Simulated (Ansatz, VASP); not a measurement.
**One calculation of Ni2Ru, two programs**

```
Ni Ru
1.0
     0.00000    2.51295    2.51295
     2.51295    0.00000    2.51295
     2.51295    2.51295    0.00000
Ni Ru
2 1
Direct
  0.25000 0.25000 0.25000
  0.75000 0.75000 0.75000
  0.00000 0.00000 0.00000
```

Alike in both runs: task relaxation of cell and atoms; functional PBE; k mesh 6 × 6 × 6; occupations gaussian, width 0.1 eV; no spin polarisation.

```csv
,VASP,Ansatz
version,VASP 6.6.1,Ansatz 0.2.0
potentials or method,"VASP PAW PBE potentials, release 64 (Ni, Ru_pv), cutoff 600 eV","scalar-relativistic, plane waves, PAW"
valence electrons in the cell,34,52
```

Ansatz gave:

```
gap on the k mesh at the Fermi level, each at its own relaxed structure (eV) : none
relaxed volume (Å³/atom)                                                     : 14.50
relaxed cell length with the largest relative difference (Å)                 : 3.947
```

Q: Which values does VASP return?

A: gap on the k mesh at the Fermi level, each at its own relaxed structure (eV): none; relaxed volume (Å³/atom): 14.48; relaxed cell length with the largest relative difference (Å): 3.946.

A gap of «none» marks a metal or a gap that the smearing closes. VASP's potentials hold 34 valence electrons a cell and Ansatz's 52, so a difference there can come from the potentials and not from the codes.

The k mesh is coarse, so the values compare programs but aren't converged. Noted on VASP's run: the volume moved by over 15 % at a fixed basis, so the end points are rough.
